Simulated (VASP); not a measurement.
# InSe2 (P4/nmm) in VASP: a series of runs, part 3 of 3

VASP 6.6.1.

## Step 4: Single point, PBEsol (strain -0.040 along x and y, -0.080 along z)

INCAR

```
SYSTEM = InSe2
ALGO = Normal
EDIFF = 1E-7
ENCUT = 520
GGA = PS
ISIF = 2
ISMEAR = 0
LASPH = .TRUE.
LCHARG = .FALSE.
LREAL = .FALSE.
LWAVE = .FALSE.
NBANDS = 34
NELM = 80
PREC = Accurate
SIGMA = 0.15
```

KPOINTS

```
k-points
0
G
  12 12 6
  0 0 0
```

POSCAR

```
InSe2
1.0
    3.6794737414      0.0000000000      0.0000000000
    0.0000000000      3.6794737414      0.0000000000
    0.0000000000      0.0000000000      8.5932721433
In Se
2 4
Direct
    0.0000000000      0.5000000000      0.7051148767
    0.5000000000      0.0000000000      0.2948851233
    0.0000000000      0.5000000000      0.3669879178
    0.5000000000      0.0000000000      0.6330120822
    0.0000000000      0.0000000000      0.0000000000
    0.5000000000      0.5000000000      0.0000000000
```

Potentials or basis: VASP PAW PBE potentials, release 64 (In_d, Se).

Command:

```sh
cat potpaw_PBE.64/In_d/POTCAR potpaw_PBE.64/Se/POTCAR > POTCAR
mpirun -np 1 vasp_std > vasp.out
```

OUTCAR:

```text
SYSTEM = InSe2
   EDIFF = 1E-7
   ENCUT = 520
   GGA = PS
   ISIF = 2
   ISMEAR = 0
   LASPH = .TRUE.
   LREAL = .FALSE.
   NELM = 80
   PREC = Accurate

 ion  position               nearest neighbor table
   1  0.000  0.500  0.705-   4 2.67   4 2.67   4 2.67   4 2.67   3 2.91   5 3.13   6 3.13   6 3.13
                             5 3.13
   2  0.500  0.000  0.295-   3 2.67   3 2.67   3 2.67   3 2.67   4 2.91   6 3.13   6 3.13   5 3.13
                             5 3.13
   3  0.000  0.500  0.367-   2 2.67   2 2.67   2 2.67   2 2.67   1 2.91
   4  0.500  0.000  0.633-   1 2.67   1 2.67   1 2.67   1 2.67   2 2.91
   5  0.000  0.000  0.000-   6 2.60   6 2.60   6 2.60   6 2.60   2 3.13   2 3.13   1 3.13   1 3.13

   6  0.500  0.500  0.000-   5 2.60   5 2.60   5 2.60   5 2.60   2 3.13   1 3.13   1 3.13   2 3.13

  LATTYP: Found a simple tetragonal cell.
 ALAT       =     3.6794737414
 C/A-ratio  =     2.3354622827

  Lattice vectors:

 A1 = (   3.6794737414,   0.0000000000,   0.0000000000)
 A2 = (   0.0000000000,   3.6794737414,   0.0000000000)
 A3 = (   0.0000000000,   0.0000000000,   8.5932721433)

Analysis of symmetry for initial positions (statically):
=====================================================================
[... 182 lines left out ...]

 E-fermi :   7.6472     XC(G=0): -11.1307

 val. band max:        7.6201789378   @ k =   0.3333   0.2500   0.3333
 cond. band min:       7.6656214508   @ k =   0.0833   0.0000   0.3333
 fundamental gap:      0.0454425131
 Fermi energy:         7.6472135848

 k-point     1 :       0.0000    0.0000    0.0000
  band No.  band energies     occupation
      1      -9.0112      2.00000
      2      -7.5436      2.00000
      3      -7.5319      2.00000
      4      -7.0441      2.00000
      5      -7.0308      2.00000
      6      -6.9276      2.00000
[... 877 lines left out ...]
     33      14.5879      0.00000
     34      15.7247      0.00000

 [... further k-points ...]
[... 5 lines left out ...]
  --------------------------------------------------------------------------------------
  -------------------------------------------------------------------------------------
  Total       11.5401184     11.5401184      8.8704684      0.0000000     -0.0000000      0.0000000
  in kB      158.9245036    158.9245036    122.1594738      0.0000000     -0.0000000      0.0000000
  external PRESSURE =     146.6694937 kB  Pullay stress =       0.0000000 kB

 VOLUME and BASIS-vectors are now :
 -----------------------------------------------------------------------------
  energy-cutoff  :      520.00
  volume of cell :      116.34
      direct lattice vectors                 reciprocal lattice vectors
     3.679473741  0.000000000  0.000000000     0.271777996  0.000000000  0.000000000
     0.000000000  3.679473741  0.000000000     0.000000000  0.271777996  0.000000000
     0.000000000  0.000000000  8.593272143     0.000000000  0.000000000  0.116370107

 POSITION                                       TOTAL-FORCE (eV/Angst)
 -----------------------------------------------------------------------------------
      0.00000      1.83974      6.05924        -0.000000      0.000000      0.203045
      1.83974      0.00000      2.53403         0.000000      0.000000     -0.203045
      0.00000      1.83974      3.15363         0.000000      0.000000      0.061511
      1.83974      0.00000      5.43965        -0.000000     -0.000000     -0.061511
      0.00000      0.00000      0.00000        -0.000000     -0.000000     -0.000000
      1.83974      1.83974      0.00000        -0.000000      0.000000     -0.000000
 -----------------------------------------------------------------------------------
    total drift:                                0.000000      0.000000      0.000000

  FREE ENERGIE OF THE ION-ELECTRON SYSTEM (eV)
  ---------------------------------------------------
  free  energy   TOTEN  =       -21.9850953883 eV

  energy  without entropy=      -21.9732882514  energy(sigma->0) =      -21.97919182
```

OSZICAR:

```text
N       E                     dE             d eps       ncg     rms          rms(c)
DAV:   1     0.472097833561E+03    0.47210E+03   -0.22517E+04  7616   0.171E+03
DAV:   2     0.422812429580E+02   -0.42982E+03   -0.41105E+03  7728   0.428E+02
DAV:   3    -0.192261492071E+02   -0.61507E+02   -0.58479E+02  9634   0.157E+02
DAV:   4    -0.224420378601E+02   -0.32159E+01   -0.31701E+01  9342   0.338E+01
DAV:   5    -0.225431290009E+02   -0.10109E+00   -0.10090E+00 10538   0.639E+00    0.104E+01
DAV:   6    -0.220374883918E+02    0.50564E+00   -0.71456E-01 10712   0.155E+01    0.606E+00
DAV:   7    -0.219930994092E+02    0.44389E-01   -0.53533E-01 11480   0.769E+00    0.113E+00
DAV:   8    -0.219847796729E+02    0.83197E-02   -0.10710E-01 11610   0.410E+00    0.650E-01
DAV:   9    -0.219851769095E+02   -0.39724E-03   -0.10785E-02  8408   0.475E-01    0.211E-01
DAV:  10    -0.219850897454E+02    0.87164E-04   -0.63627E-04 11042   0.410E-01    0.120E-01
DAV:  11    -0.219851054493E+02   -0.15704E-04   -0.21788E-04 11888   0.178E-01    0.469E-02
DAV:  12    -0.219850951880E+02    0.10261E-04   -0.25189E-05 11602   0.615E-02    0.135E-02
DAV:  13    -0.219850957868E+02   -0.59888E-06   -0.77562E-06  8664   0.136E-02    0.319E-03
DAV:  14    -0.219850954820E+02    0.30487E-06   -0.85552E-07 10924   0.976E-03    0.159E-03
DAV:  15    -0.219850953883E+02    0.93622E-07   -0.12137E-07  5336   0.290E-03
   1 F= -.21985095E+02 E0= -.21979192E+02  d E =-.118071E-01
```

stdout:

```text
POSCAR found type information on POSCAR InSe
 POSCAR found :  2 types and       6 ions
 scaLAPACK will be used
 -----------------------------------------------------------------------------
|                                                                             |
|                                                                             |
|     You enforced a specific xc type in the INCAR file but a different       |
|     I HOPE YOU KNOW WHAT YOU ARE DOING!                                     |
|                                                                             |
 -----------------------------------------------------------------------------

 LDA part: xc-table for (Slater+PW92), standard interpolation
 POSCAR, INCAR and KPOINTS ok, starting setup
 FFT: planning ... GRIDC
 FFT: planning ... GRID_SOFT
 FFT: planning ... GRID
 WAVECAR not read
 entering main loop
```

Run time: 4 min. Hardware: 1 thread of Intel Xeon 6975P-C (Granite Rapids), shared host; peak memory 0.46 GiB.

Results:

```yaml
Free_energy: -21.9851 eV
Pressure: 14.7 GPa
Largest_force: 0.203 eV/Å
Band_gap_on_the_k_mesh: zero (band 25 reaches 8.80 eV, above the bottom of band 26 at 5.81 eV)
```

Forces in eV/Å, atoms in the order of the input:
```
In   0.000  0.000  0.203
In   0.000  0.000 -0.203
Se   0.000  0.000  0.062
Se   0.000  0.000 -0.062
Se   0.000  0.000  0.000
Se   0.000  0.000  0.000
```

Caveat: the cell differs from its parent crystal (strain -0.040 along x and y, -0.080 along z); the PAW data sets were made with another functional, which shifts forces and pressure a little; spin-orbit coupling is left out, which moves the levels of the heavy elements.

## Step 5: Overview

```csv
cell,gap on the mesh (eV),pressure (GPa),largest force (eV/Å)
"a = 3.833, b = 3.833, c = 10.088 Å, 6 atoms",none,-2.1,0.13
"a = 3.679, b = 3.679, c = 9.341 Å, 6 atoms",none,8.5,0.42
"a = 3.679, b = 3.679, c = 8.593 Å, 6 atoms",none,14.7,0.20
```

Alike in all rows: task single point; level PBEsol; potentials or basis VASP PAW PBE potentials, release 64 (In_d, Se); no spin polarisation; k mesh 12 × 12 × 6; cutoff (eV) 520; smearing gaussian 0.15 eV.

Caveats: the PAW data sets were made with another functional, which shifts forces and pressure a little; spin-orbit coupling is left out, which moves the levels of the heavy elements.

Absolute energies hang on the potentials; compare differences alone.
